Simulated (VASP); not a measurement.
Crystal: Zr4Ag.

```xyz
5
Lattice="0.0000 3.6047 3.6047 3.6047 0.0000 3.6047 3.6047 3.6047 0.0000" Properties=species:S:1:pos:R:3 pbc="T T T"
Zr    0.8653    0.8653    0.8653
Zr    2.7394    2.7394    0.8653
Zr    2.7394    0.8653    2.7394
Zr    0.8653    2.7394    2.7394
Ag    3.6047    3.6047    3.6047
```

The cell was built from a structure type or drawn by symmetry, and may not be a known phase.

- Program: VASP 6.6.1
- Task: relaxation of cell and atoms
- Functional: PBE
- Potentials or basis: VASP PAW PBE potentials, release 64 (Zr_sv, Ag)
- Cutoff: 600 eV
- k mesh: 4 × 4 × 4
- Occupations: gaussian, width 0.2 eV
- Spin: no spin polarisation

At the start: pressure 44.2 GPa; volume 18.74 Å³/atom.

Problem. Where does the relaxation end?

Solution. Over 7 steps the energy falls by 917.6 meV/atom and the volume is 26.99 Å³/atom (+44.1 %); space group F-43m (No. 216, to 0.1 Å) before and after.

The path:
```tsv
step	energy change (eV)	largest force (eV/Å)	pressure (GPa)	volume (Å³)
1	0.0000	4.0439	44.19	93.68
2	-2.3997	0.7115	-8.04	182.63
3	-4.3660	0.8217	1.17	132.76
4	-4.5228	0.8382	0.88	133.63
5	-4.5817	0.0524	-0.87	137.25
6	-4.5823	0.1161	-0.72	136.91
7	-4.5882	0.0055	0.01	134.95
```

Final structure:
```
Zr Ag
1.0
     0.00000    4.07115    4.07115
     4.07115    0.00000    4.07115
     4.07115    4.07115    0.00000
Zr Ag
4 1
Direct
  0.12677 0.12677 0.12677
  0.12677 0.12677 0.61969
  0.12677 0.61969 0.12677
  0.61969 0.12677 0.12677
  0.50000 0.50000 0.50000
```

Caveat: the k points lie up to 0.33 Å⁻¹ apart in the final cell, too coarse for converged energies and pressures of a metal; the volume moved by over 15 % at a fixed basis, so the end points are rough.
